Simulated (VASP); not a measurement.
# InW3 (Pm-3m) in VASP: further runs, part 2 of 2

VASP 6.6.1.

## Step 3: Relaxation of cell and atoms, PBE

This run uses another cell than the first one, of 17.66 Å³/atom, 1.039 times its volume.

INCAR reads:

```
PREC = Accurate
ENCUT = 600
EDIFF = 1E-6
ISMEAR = 0
SIGMA = 0.1
LREAL = False
LASPH = True
NELM = 60
ALGO = Normal
ISIF = 3
LWAVE = False
LCHARG = False
GGA = PE
IBRION = 2
NSW = 90
EDIFFG = -0.04
```

KPOINTS reads:

```
regular mesh
0
Gamma
  4 4 4
```

POSCAR reads:

```
InW3
1.0
    4.1335137347      0.0000000000      0.0000000000
    0.0000000000      4.1335137347      0.0000000000
    0.0000000000      0.0000000000      4.1335137347
In W
1 3
Direct
    0.0000000000      0.0000000000      0.0000000000
    0.0000000000      0.5000000000      0.5000000000
    0.5000000000      0.0000000000      0.5000000000
    0.5000000000      0.5000000000      0.0000000000
```

Potentials or basis: VASP PAW PBE potentials, release 64 (In_d, W_sv).

Launch:

```console
$ cat potpaw_PBE.64/In_d/POTCAR potpaw_PBE.64/W_sv/POTCAR > POTCAR
$ mpirun -np 1 vasp_std > vasp.out
```

OUTCAR:

```text
PREC = Accurate
   ENCUT = 600
   EDIFF = 1E-6
   ISMEAR = 0
   LREAL = False
   LASPH = True
   NELM = 60
   ISIF = 3
   GGA = PE
   IBRION = 2
   NSW = 90
   EDIFFG = -0.04

 ion  position               nearest neighbor table
   1  0.000  0.000  0.000-   2 2.92   3 2.92   4 2.92   2 2.92   3 2.92   2 2.92   4 2.92   2 2.92
                             3 2.92   4 2.92   3 2.92   4 2.92
   2  0.000  0.500  0.500-   1 2.92   3 2.92   4 2.92   1 2.92   4 2.92   1 2.92   3 2.92   1 2.92
                             3 2.92   4 2.92   4 2.92   3 2.92
   3  0.500  0.000  0.500-   1 2.92   2 2.92   4 2.92   1 2.92   4 2.92   2 2.92   4 2.92   4 2.92
                             1 2.92   2 2.92   1 2.92   2 2.92
   4  0.500  0.500  0.000-   1 2.92   2 2.92   3 2.92   2 2.92   3 2.92   1 2.92   3 2.92   3 2.92
                             1 2.92   2 2.92   2 2.92   1 2.92

  LATTYP: Found a simple cubic cell.
 ALAT       =     4.1335137347

  Lattice vectors:

 A1 = (   4.1335137347,   0.0000000000,   0.0000000000)
 A2 = (   0.0000000000,   4.1335137347,   0.0000000000)
 A3 = (   0.0000000000,   0.0000000000,   4.1335137347)

Analysis of symmetry for initial positions (statically):
=====================================================================
[... 152 lines left out ...]

--------------------------------------- Ionic step        1  -------------------------------------------

 number of electron      54.9999991 magnetization

 Free energy of the ion-electron system (eV)
  ---------------------------------------------------
  ext. energy  EPLUGINS =         0.00000000
  ---------------------------------------------------
  free energy    TOTEN  =       -39.14865402 eV

  energy without entropy =      -39.14078722  energy(sigma->0) =      -39.14472062

------------------------ aborting loop because EDIFF is reached ----------------------------------------

  FORCE on cell =-STRESS in cart. coord.  units (eV):
  Direction    XX          YY          ZZ          XY          YZ          ZX
  --------------------------------------------------------------------------------------
  -------------------------------------------------------------------------------------
  Total       -3.4401348     -3.4401348     -3.4401348      0.0000000     -0.0000000      0.0000000
  in kB      -78.0419100    -78.0419100    -78.0419100      0.0000000     -0.0000000      0.0000000
  external PRESSURE =     -78.0419100 kB  Pullay stress =       0.0000000 kB
[... 63 lines left out ...]
--------------------------------------- Ionic step        3  -------------------------------------------

 number of electron      54.9999992 magnetization

 Free energy of the ion-electron system (eV)
  ---------------------------------------------------
  ext. energy  EPLUGINS =         0.00000000
  ---------------------------------------------------
  free energy    TOTEN  =       -39.21257100 eV

  energy without entropy =      -39.20490401  energy(sigma->0) =      -39.20873750

 E-fermi :  11.1476     XC(G=0): -13.0342

 val. band max:       10.9662591657   @ k =   0.5000   0.0000   0.0000
 cond. band min:      11.2271235001   @ k =   0.5000   0.2500   0.2500
 fundamental gap:      0.2608643344
 Fermi energy:        11.1475925681

 k-point     1 :       0.0000    0.0000    0.0000
  band No.  band energies     occupation
      1     -63.0809      2.00000
      2     -62.9917      2.00000
      3     -62.9917      2.00000
      4     -27.5758      2.00000
      5     -27.5758      2.00000
      6     -27.5758      2.00000
[... 380 lines left out ...]
  FREE ENERGIE OF THE ION-ELECTRON SYSTEM (eV)
  ---------------------------------------------------
  free  energy   TOTEN  =       -39.2125709958 eV

  energy  without entropy=      -39.2049040081  energy(sigma->0) =      -39.20873750

 reached required accuracy - stopping structural energy minimisation
```

OSZICAR:

```text
N       E                     dE             d eps       ncg     rms          rms(c)
DAV:   1     0.700013388109E+03    0.70001E+03   -0.33581E+04   660   0.233E+03
DAV:   2     0.791255394469E+01   -0.69210E+03   -0.68417E+03   677   0.643E+02
DAV:   3    -0.392703256274E+02   -0.47183E+02   -0.45820E+02   811   0.161E+02
[... 28 lines left out ...]
DAV:   5    -0.392128485564E+02    0.54014E-02   -0.35937E-02   852   0.219E+00    0.971E-01
DAV:   6    -0.392126665119E+02    0.18204E-03   -0.26764E-03   783   0.505E-01    0.423E-01
DAV:   7    -0.392125754481E+02    0.91064E-04   -0.44465E-04   683   0.175E-01    0.799E-02
DAV:   8    -0.392125702353E+02    0.52129E-05   -0.52678E-05   823   0.510E-02    0.196E-02
DAV:   9    -0.392125709958E+02   -0.76051E-06   -0.34698E-06   532   0.153E-02
   3 F= -.39212571E+02 E0= -.39208738E+02  d E =-.639170E-01
```

CONTCAR:

```text
InW3
   1.00000000000000
     4.0850736742647893   -0.0000000000000000    0.0000000000000000
     0.0000000000000000    4.0850736742647893    0.0000000000000000
     0.0000000000000000   -0.0000000000000000    4.0850736742647893
  In              W
     1     3
Direct
     0.0000000000000000    0.0000000000000000    0.0000000000000000
     0.0000000000000000    0.5000000000000000    0.5000000000000000
     0.5000000000000000    0.0000000000000000    0.5000000000000000
     0.5000000000000000    0.5000000000000000    0.0000000000000000

  0.00000000E+00  0.00000000E+00  0.00000000E+00
  0.00000000E+00  0.00000000E+00  0.00000000E+00
  0.00000000E+00  0.00000000E+00  0.00000000E+00
  0.00000000E+00  0.00000000E+00  0.00000000E+00
```

Run time: 95 s. Hardware: 1 thread of Intel Xeon Platinum 8375C at 2.90GHz (Ice Lake), shared host; peak memory 0.22 GiB.

What came out:

| Item | Value |
| --- | --- |
| Free energy | -39.2126 eV |
| Relaxed volume | 17.04 Å³/atom |
| Relaxed cell | a = 4.085 Å, b = 4.085 Å, c = 4.085 Å, α = 90.00°, β = 90.00°, γ = 90.00° |
| Space group after relaxing (to 0.05 Å) | Pm-3m (No. 221) |
| Energy gained by relaxing | 16.0 meV/atom |
| Ionic steps | 3 |
| Pressure after relaxing | -0.3 GPa |

Step by step:
```
step  energy change (eV)  largest force (eV/Å)  pressure (GPa)  volume (Å³)
   1              0.0000                0.0000           -7.80        70.62
   2              0.3699                0.0000           25.61        62.19
   3             -0.0639                0.0000           -0.29        68.17
```

Final structure:
```
In W
1.0
     4.08507    0.00000    0.00000
     0.00000    4.08507    0.00000
     0.00000    0.00000    4.08507
In W
1 3
Direct
  0.00000 0.00000 0.00000
  0.00000 0.50000 0.50000
  0.50000 0.00000 0.50000
  0.50000 0.50000 0.00000
```

Levels at points of the mesh, in eV from the Fermi level:
| k point | band 25 | band 26 | band 27 | band 28 | band 29 | band 30 |
| --- | --- | --- | --- | --- | --- | --- |
| (0.00, 0.00, 0.00) | 0.21 | 0.21 | 0.21 | 0.81 | 0.81 | 0.81 |
| (0.50, 0.00, 0.00) | -1.12 | -1.12 | -0.92 | -0.18 | 0.10 | 0.64 |
| (0.50, 0.50, 0.00) | -2.50 | -0.93 | -0.93 | 0.12 | 0.23 | 0.27 |
| (0.50, 0.50, 0.50) | -1.31 | -1.31 | -1.31 | 0.13 | 0.56 | 0.56 |

Caveat: the k points lie up to 0.38 Å⁻¹ apart in the final cell; spin-orbit coupling is left out, which moves the levels of the heavy elements.
